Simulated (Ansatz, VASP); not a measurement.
# AlN in VASP and in Ansatz

Contents of POSCAR:

```
AlN
1.0
    0.0000000000      2.0479920218      2.0479920218
    2.0479920218      0.0000000000      2.0479920218
    2.0479920218      2.0479920218      0.0000000000
Al N
1 1
Direct
    0.5000000000      0.5000000000      0.5000000000
    0.0000000000      0.0000000000      0.0000000000
```

The input INCAR.step1:

```
ALGO = Normal ; EDIFF = 1E-5
ENCUT = 520 ; GGA = PE
ISIF = 2 ; ISMEAR = -1
LASPH = T ; LCHARG = F
LREAL = F ; LWAVE = T
NBANDS = 11 ; NELM = 80
PREC = Accurate ; SIGMA = 0.05
```

Contents of INCAR.step2:

```
ALGO = Normal ; EDIFF = 1E-6
ENCUT = 520 ; GGA = PE
HFSCREEN = 0.2079 ; ISIF = 2
ISMEAR = -1 ; ISTART = 1
LASPH = T ; LCHARG = F
LHFCALC = T ; LREAL = F
LWAVE = F ; NBANDS = 11
NELM = 80 ; PREC = Accurate
PRECFOCK = Normal ; SIGMA = 0.05
```

KPOINTS

```
k-points
0
Gamma
  6 6 6
```

input

```
crystal:
  lattice:
    - [0.0, 2.0479920218, 2.0479920218]
    - [2.0479920218, 0.0, 2.0479920218]
    - [2.0479920218, 2.0479920218, 0.0]
  atoms:
    - { symbol: Al, position: [0.5, 0.5, 0.5] }
    - { symbol: "N", position: [0.0, 0.0, 0.0] }
hamiltonian:
  xc: hse06
  pseudopotentials: { kind: paw }
kpoints:
  mp_grid: { grid: [6, 6, 6] }
scf:
  occupations: { method: fermi_dirac, width: 0.05 }
output:
  forces: true
  stress: true
  eigenvalues: true
  write_density: true
  write_potential: true
  elf: true
  volumetric_format: npy
```

Alike in both runs: task single point; functional HSE06; k mesh 6 × 6 × 6; occupations fermi-dirac, width 0.05 eV; no spin polarisation.

|  | VASP | Ansatz |
| --- | --- | --- |
| version | VASP 6.6.1 | Ansatz 0.2.0 |
| potentials or method | VASP PAW PBE potentials, release 64 (Al, N) | Ansatz PAW |
| plane-wave cutoff (eV) | 520 | 420 |
| valence electrons in the cell | 8 | 8 |

```tsv
	VASP	Ansatz	Ansatz less VASP
gap on the k mesh at the Fermi level (eV)	5.57	5.63	+0.067
least direct gap on the mesh (eV)	6.60	6.60	+0.008
pressure (GPa)	-12.3	-12.4	-0.09
```

The k mesh is coarse, so the values compare programs but aren't converged.
